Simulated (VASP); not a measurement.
Runs of VASP 6.6.1 on Rh. The structure is that of space group Fm-3m (No. 225), or close to it. The cells are those of the table. 

| task | level | potentials or basis | spin | cell | k mesh | cutoff (eV) | smearing | dipole correction | grid for exact exchange (PRECFOCK) | share of exact exchange | screening parameter | gap on the mesh (eV) | pressure (GPa) | moment (μB) | relaxed volume (Å³/atom) |
| --- | --- | --- | --- | --- | --- | --- | --- | --- | --- | --- | --- | --- | --- | --- | --- |
| single point | HSE06 | VASP PAW PBE potentials, release 64 (Rh_pv) | non-collinear, zero start, SOC | a = 2.684 Å, angles 60.0°, 1 atom | 5 × 5 × 5 | 520 | fermi-dirac 0.05 eV | no | Normal | 0.25 | 0.2079 1/Å | - | 0.0 | 0.00 | - |
| relaxation of cell and atoms | PBE+D3(BJ) | VASP PAW PBE potentials, release 64 (Rh_pv) | off | relaxed from a = 2.684 Å, angles 60.0°, 1 atom | 12 × 12 × 12 | 600 | fermi-dirac 0.05 eV | no | - | - | - | none | 0.0 | - | 13.64 |
| relaxation of cell and atoms | PBE-based screened hybrid with 25 % exact exchange | VASP PAW PBE potentials, release 64 (Rh_pv) | off | relaxed from a = 2.684 Å, angles 60.0°, 1 atom | 6 × 6 × 6 | 500 | fermi-dirac 0.05 eV | no | Normal | 0.25 | 0.3 1/Å | none | 0.0 | - | 13.63 |
| single point | r2SCAN | VASP PAW PBE potentials, release 64 (Rh_sv_GW) | off | a = 2.648 Å, angles 60.0°, 1 atom | 12 × 12 × 12 | 580 | fermi-dirac 0.05 eV | no | - | - | - | none | (a) | - | - |
| single point | PBE | VASP PAW PBE potentials, release 64 (Rh_pv) | off | a = 2.684 Å, angles 60.0°, 1 atom | 10 × 10 × 10 | 520 | methfessel-paxton 0.1 eV | - | - | - | - | none | (b) | - | - |
| single point | r2SCAN50 | VASP PAW PBE potentials, release 64 (Rh_pv) | off | a = 2.684 Å, angles 60.0°, 1 atom | 6 × 6 × 6 | 520 | fermi-dirac 0.05 eV | no | Normal | 0.5 | - | none | -13.5 | - | - |
| single point | PBE0 | VASP PAW PBE potentials, release 64 (Rh_pv) | non-collinear, zero start, SOC | a = 2.684 Å, angles 60.0°, 1 atom | 5 × 5 × 5 | 520 | fermi-dirac 0.05 eV | no | Normal | 0.25 | - | - | -1.2 | 0.00 | - |
| single point | PBE+D3(BJ) | VASP PAW PBE potentials, release 64 (Rh_pv) | off | a = 2.682 Å, angles 60.0°, 1 atom | 12 × 12 × 12 | 520 | fermi-dirac 0.05 eV | no | - | - | - | none | 0.1 | - | - |

Task: Fill in the values left out.

Result: (a) 12.2; (b) 7.4.

Caveats: some runs use coarse meshes; the PAW data sets were made with another functional, which shifts forces and pressure a little (at least some runs); the cell stands under pressure (at least some runs).

A k mesh can miss the band edges, and rows without SOC leave out spin-orbit coupling on Rh.

A gap of «none» marks levels without a gap at the run's occupations.

The runs don't all hold the same shells in valence.
